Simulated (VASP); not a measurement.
Li: relaxation of cell and atoms with BLYP+D4

Li:

```xyz
1
Lattice="-1.7547 1.7547 1.7547 1.7547 -1.7547 1.7547 1.7547 1.7547 -1.7547" Properties=species:S:1:pos:R:3 pbc="T T T"
Li    0.0000    0.0000    0.0000
```

```json
{
  "Program": "VASP 6.6.1",
  "Task": "relaxation of cell and atoms",
  "Functional": "BLYP",
  "Dispersion": "D4",
  "Potentials or basis": "VASP PAW PBE potentials, release 64 (Li_sv)",
  "Cutoff": "600 eV",
  "k mesh": "11 × 11 × 11",
  "Occupations": "fermi-dirac, width 0.05 eV",
  "Spin": "no spin polarisation",
  "Dipole correction": "no",
  "Further INCAR settings": "ALGO = Normal; EDIFF = 1e-07; IBRION = 2; EDIFFG = -0.02; NSW = 80; ISIF = 3"
}
```

```yaml
Relaxed_volume: 19.58 Å³/atom
Relaxed_cell: a = 2.941 Å, b = 2.941 Å, c = 2.941 Å, α = 109.47°, β = 109.47°, γ = 109.47°
Space_group_after_relaxing_to_0.05_Å: Im-3m (No. 229)
Energy_gained_by_relaxing: 8.8 meV/atom
Ionic_steps: 3
Pressure_after_relaxing: -0.1 GPa
Dispersion_energy_per_atom: -0.038 eV
```

Step by step:
| step | energy change (eV) | largest force (eV/Å) | pressure (GPa) | volume (Å³) |
| --- | --- | --- | --- | --- |
| 1 | 0.0000 | 0.0000 | -1.24 | 21.61 |
| 2 | -0.0036 | 0.0000 | -1.00 | 21.09 |
| 3 | -0.0088 | 0.0000 | -0.10 | 19.58 |

Final structure:
```xyz
1
Lattice="-1.6980 1.6980 1.6980 1.6980 -1.6980 1.6980 1.6980 1.6980 -1.6980" Properties=species:S:1:pos:R:3 pbc="T T T"
Li    0.0000    0.0000    0.0000
```

Levels at points of the mesh, in eV from the Fermi level:
```
           k point  band 1  band 2  band 3  band 4  band 5
(0.00, 0.00, 0.00)  -47.19   -3.60   14.63   14.63   14.63
```

Run time: 14 s on 1 thread of Intel(R) Xeon(R) 6975P-C (Granite Rapids) (shared host), peak memory 0.13 GiB.

The cell as given is a measured one (21.61 Å³/atom); BLYP+D4 puts the equilibrium volume -9.4 % from it, thermal expansion not counted.

Caveat: the cutoff is under 1.25 times the usual one of these potentials, so pressure, stress and relaxed cells hold a basis-set (Pulay) error; the PAW data sets were made with another functional, which shifts forces and pressure a little; pairwise dispersion overbinds metals, which lowers pressure and volume.
